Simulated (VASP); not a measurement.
# Si (Ia-3) in VASP: a series of runs, part 2 of 2

VASP 6.6.1. Earlier steps stand in the parts before.

### Step 4. Single point, PBEsol (volume 17.103 Å^3 an atom, c/a of the conventional cell 1.0000)

INCAR

```
SYSTEM = Si
  PREC = Accurate
  ENCUT = 520
  EDIFF = 1E-6
  ISMEAR = 0
  SIGMA = 0.15
  LREAL = .False.
  LASPH = .True.
  NELM = 100
  ALGO = Normal
  ISIF = 2
  LWAVE = .False.
  LCHARG = .False.
  GGA = PS
  NBANDS = 26
```

KPOINTS

```
regular mesh
0
Gamma
  10 10 10
  0 0 0
```

POSCAR

```
Si
1.0
   -3.2461413772      3.2461413772      3.2461413772
    3.2461413772     -3.2461413772      3.2461413772
    3.2461413772      3.2461413772     -3.2461413772
Si
8
Direct
    0.2047947401      0.2047947401      0.2047947401
    0.5000000000      0.0000000000      0.2952052599
    0.2952052599      0.5000000000      0.0000000000
    0.0000000000      0.2952052599      0.5000000000
    0.7952052599      0.7952052599      0.7952052599
    0.5000000000      0.0000000000      0.7047947401
    0.7047947401      0.5000000000      0.0000000000
    0.0000000000      0.7047947401      0.5000000000
```

Potentials or basis: VASP PAW PBE potentials, release 64 (Si).

On the command line:

```sh
> cat potpaw_PBE.64/Si/POTCAR > POTCAR
> mpirun -np 1 vasp_std > vasp.out
```

OUTCAR:

```text
SYSTEM = Si
   PREC = Accurate
   ENCUT = 520
   EDIFF = 1E-6
   ISMEAR = 0
   LREAL = .False.
   LASPH = .True.
   NELM = 100
   ISIF = 2
   GGA = PS

 ion  position               nearest neighbor table
   1  0.205  0.205  0.205-   5 2.30   3 2.33   4 2.33   2 2.33
   2  0.500  0.000  0.295-   6 2.30   4 2.33   1 2.33   3 2.33
   3  0.295  0.500  0.000-   7 2.30   2 2.33   1 2.33   4 2.33
   4  0.000  0.295  0.500-   8 2.30   3 2.33   1 2.33   2 2.33
   5  0.795  0.795  0.795-   1 2.30   6 2.33   7 2.33   8 2.33
   6  0.500  0.000  0.705-   2 2.30   5 2.33   7 2.33   8 2.33
   7  0.705  0.500  0.000-   3 2.30   5 2.33   8 2.33   6 2.33
   8  0.000  0.705  0.500-   4 2.30   5 2.33   6 2.33   7 2.33

  LATTYP: Found a body centered cubic cell.
 ALAT       =     6.4922827544

  Lattice vectors:

 A1 = (  -3.2461413772,   3.2461413772,   3.2461413772)
 A2 = (   3.2461413772,  -3.2461413772,   3.2461413772)
 A3 = (   3.2461413772,   3.2461413772,  -3.2461413772)

Analysis of symmetry for initial positions (statically):
[... 195 lines left out ...]
 k-point     1 :       0.0000    0.0000    0.0000
  band No.  band energies     occupation
      1      -5.4013      2.00000
      2      -0.6634      2.00000
      3      -0.3218      2.00000
      4      -0.3218      2.00000
      5      -0.3218      2.00000
      6       1.1405      2.00000
[... 685 lines left out ...]
     25      12.8025      0.00000
     26      13.0963      0.00000

 [... further k-points ...]

------------------------ aborting loop because EDIFF is reached ----------------------------------------

  FORCE on cell =-STRESS in cart. coord.  units (eV):
  Direction    XX          YY          ZZ          XY          YZ          ZX
  --------------------------------------------------------------------------------------
  -------------------------------------------------------------------------------------
  Total        4.9704563      4.9704563      4.9704563     -0.0000000      0.0000000     -0.0000000
  in kB       58.2028915     58.2028915     58.2028915     -0.0000000      0.0000000     -0.0000000
  external PRESSURE =      58.2028915 kB  Pullay stress =       0.0000000 kB

 VOLUME and BASIS-vectors are now :
 -----------------------------------------------------------------------------
  energy-cutoff  :      520.00
  volume of cell :      136.82
      direct lattice vectors                 reciprocal lattice vectors
    -3.246141377  3.246141377  3.246141377     0.000000000  0.154029028  0.154029028
     3.246141377 -3.246141377  3.246141377     0.154029028  0.000000000  0.154029028
     3.246141377  3.246141377 -3.246141377     0.154029028  0.154029028  0.000000000

 POSITION                                       TOTAL-FORCE (eV/Angst)
 -----------------------------------------------------------------------------------
      0.66479      0.66479      0.66479         0.133307      0.133307      0.133307
     -0.66479      2.58135      0.66479        -0.133307     -0.133307      0.133307
      0.66479     -0.66479      2.58135         0.133307     -0.133307     -0.133307
      2.58135      0.66479     -0.66479        -0.133307      0.133307     -0.133307
      2.58135      2.58135      2.58135        -0.133307     -0.133307     -0.133307
      0.66479      3.91093     -0.66479         0.133307      0.133307     -0.133307
     -0.66479      0.66479      3.91093        -0.133307      0.133307      0.133307
      3.91093     -0.66479      0.66479         0.133307     -0.133307      0.133307
 -----------------------------------------------------------------------------------
    total drift:                                0.000000     -0.000000      0.000000

  FREE ENERGIE OF THE ION-ELECTRON SYSTEM (eV)
  ---------------------------------------------------
  free  energy   TOTEN  =       -44.8991046933 eV

  energy  without entropy=      -44.8874062223  energy(sigma->0) =      -44.89325546
```

stdout:

```text
POSCAR found type information on POSCAR Si
 POSCAR found :  1 types and       8 ions
 scaLAPACK will be used
 -----------------------------------------------------------------------------
|                                                                             |
|                                                                             |
|     You enforced a specific xc type in the INCAR file but a different       |
|     I HOPE YOU KNOW WHAT YOU ARE DOING!                                     |
|                                                                             |
 -----------------------------------------------------------------------------

 LDA part: xc-table for (Slater+PW92), standard interpolation
 POSCAR, INCAR and KPOINTS ok, starting setup
 FFT: planning ... GRIDC
 FFT: planning ... GRID_SOFT
 FFT: planning ... GRID
 WAVECAR not read
 entering main loop
```

It took 83 s on 1 thread of Intel Xeon 6975P-C (Granite Rapids), shared host; peak memory 0.33 GiB.

Results:

* Free energy: -44.8991 eV
* Pressure: 5.8 GPa
* Largest force: 0.231 eV/Å
* Band gap on the k mesh: zero (band 16 reaches 8.06 eV, above the bottom of band 17 at 7.73 eV)

Forces in eV/Å, atoms in the order of the input:
```
Si   0.133  0.133  0.133
Si  -0.133 -0.133  0.133
Si   0.133 -0.133 -0.133
Si  -0.133  0.133 -0.133
Si  -0.133 -0.133 -0.133
Si   0.133  0.133 -0.133
Si  -0.133  0.133  0.133
Si   0.133 -0.133  0.133
```

Caveat: the PAW data sets were made with another functional, which shifts forces and pressure a little.

### Step 5. Single point, PBEsol (volume 17.390 Å^3 an atom, c/a of the conventional cell 1.0000)

INCAR

```
SYSTEM = Si
PREC = Accurate ; ENCUT = 520
EDIFF = 1E-6 ; ISMEAR = 0
SIGMA = 0.15 ; LREAL = .FALSE.
LASPH = .TRUE. ; NELM = 60
ALGO = Normal ; ISIF = 2
LWAVE = .FALSE. ; LCHARG = .TRUE.
GGA = PS ; LELF = .TRUE.
LVHAR = .TRUE. ; NBANDS = 26
```

KPOINTS

```
regular mesh
0
G
  10 10 10
  0 0 0
```

Changes to POSCAR since step 4:

```diff
@@ -2,5 +2,5 @@
 1.0
-   -3.2461413772      3.2461413772      3.2461413772
-    3.2461413772     -3.2461413772      3.2461413772
-    3.2461413772      3.2461413772     -3.2461413772
+   -3.2641982370      3.2641982370      3.2641982370
+    3.2641982370     -3.2641982370      3.2641982370
+    3.2641982370      3.2641982370     -3.2641982370
 Si
```

On the command line:

```sh
> cat potpaw_PBE.64/Si/POTCAR > POTCAR
> mpirun -np 1 vasp_std > vasp.out
```

It took 93 s on 1 thread of Intel Xeon 6975P-C (Granite Rapids), shared host; peak memory 0.34 GiB.

Results (log left out):

```
Free energy            : -44.9678 eV
Pressure               : 3.8 GPa
Largest force          : 0.150 eV/Å
Band gap on the k mesh : zero (band 16 reaches 7.86 eV, above the bottom of band 17 at 7.55 eV)
```

Forces in eV/Å, atoms in the order of the input:
```
Si   0.087  0.087  0.087
Si  -0.087 -0.087  0.087
Si   0.087 -0.087 -0.087
Si  -0.087  0.087 -0.087
Si  -0.087 -0.087 -0.087
Si   0.087  0.087 -0.087
Si  -0.087  0.087  0.087
Si   0.087 -0.087  0.087
```

Levels at points of the mesh, in eV from the Fermi level:
```
           k point  band 12  band 13  band 14  band 15  band 16  band 17  band 18  band 19  band 20  band 21
(0.00, 0.00, 0.00)    -4.32    -4.32    -1.46    -1.46    -0.79     1.74     1.74     1.74     3.87     3.87
(0.50, 0.00, 0.00)    -2.69    -2.17    -2.17    -1.32    -1.32     0.34     0.34     2.08     2.08     2.18
(0.50, 0.50, 0.50)    -2.69    -2.69    -0.64     0.29     0.29     0.29     2.96     2.96     2.96     3.00
```

Caveat: the PAW data sets were made with another functional, which shifts forces and pressure a little.

### Step 6. The runs side by side

| cell | gap on the mesh (eV) | pressure (GPa) | largest force (eV/Å) |
| --- | --- | --- | --- |
| a = 5.559 Å, angles 109.5°, 8 atoms | none | 10.5 | 0.41 |
| a = 5.591 Å, angles 109.5°, 8 atoms | none | 8.0 | 0.32 |
| a = 5.622 Å, angles 109.5°, 8 atoms | none | 5.8 | 0.23 |
| a = 5.654 Å, angles 109.5°, 8 atoms | none | 3.8 | 0.15 |

Alike in all rows: task single point; level PBEsol; potentials or basis VASP PAW PBE potentials, release 64 (Si); no spin polarisation; k mesh 10 × 10 × 10; cutoff (eV) 520; smearing gaussian 0.15 eV.

Caveats: the PAW data sets were made with another functional, which shifts forces and pressure a little.

Total energies depend on the potentials used, so only differences within one code and one set of settings carry meaning.
